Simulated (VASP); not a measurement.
Wanted: the native input for a VASP 6.6.1 run.

```
Task                   : single point
Functional             : PBE
Potentials or basis    : VASP PAW PBE potentials, release 64 (W_sv, S)
Cutoff                 : 520 eV
k mesh                 : 8 × 8 × 2
Occupations            : gaussian, width 0.2 eV
Spin                   : no spin polarisation
Dipole correction      : no
Further INCAR settings : ALGO = Normal; EDIFF = 1e-06; NBANDS = 35
```

The structure of WS2 lies in POSCAR:

```
WS2
1.0
    2.9631155479      0.0000000000      0.0000000000
    0.0000000000      2.9631155479      0.0000000000
    0.0000000000      0.0000000000     14.4826590818
W S
2 4
Direct
    1.0000000000      0.0000000000      0.0000000000
    1.0000000000      0.0000000000      0.5000000000
    0.5000000000      0.5000000000      0.1002424159
    0.5000000000      0.5000000000      0.6002424159
    0.5000000000      0.5000000000      0.3997575841
    0.5000000000      0.5000000000      0.8997575841
```

One way to write it, as run:

INCAR

```
  ALGO = Normal
  EDIFF = 1E-6
  ENCUT = 520
  GGA = PE
  ISIF = 2
  ISMEAR = 0
  LASPH = True
  LCHARG = False
  LREAL = False
  LWAVE = False
  NBANDS = 35
  NELM = 100
  PREC = Accurate
  SIGMA = 0.2
```

KPOINTS

```
k-points
0
Gamma
  8 8 2
```

Potentials or basis: VASP PAW PBE potentials, release 64 (W_sv, S).

Command:

```bash
$ cat potpaw_PBE.64/W_sv/POTCAR potpaw_PBE.64/S/POTCAR > POTCAR
$ mpirun -np 1 vasp_std > vasp.out
```

Results of the run:

- Pressure: 0.0 GPa
- Largest force: 0.038 eV/Å
- Band gap on the k mesh: zero (band 26 reaches 5.72 eV, above the bottom of band 27 at 5.06 eV)

Caveat: spin-orbit coupling is left out, which moves the levels of the heavy elements; this functional lacks dispersion, which binds the layers, so the pressure and a relaxed spacing across them are unreliable.

Run time: 56 s on 1 thread of Intel(R) Xeon(R) 6975P-C (Granite Rapids) (shared host), peak memory 0.29 GiB.
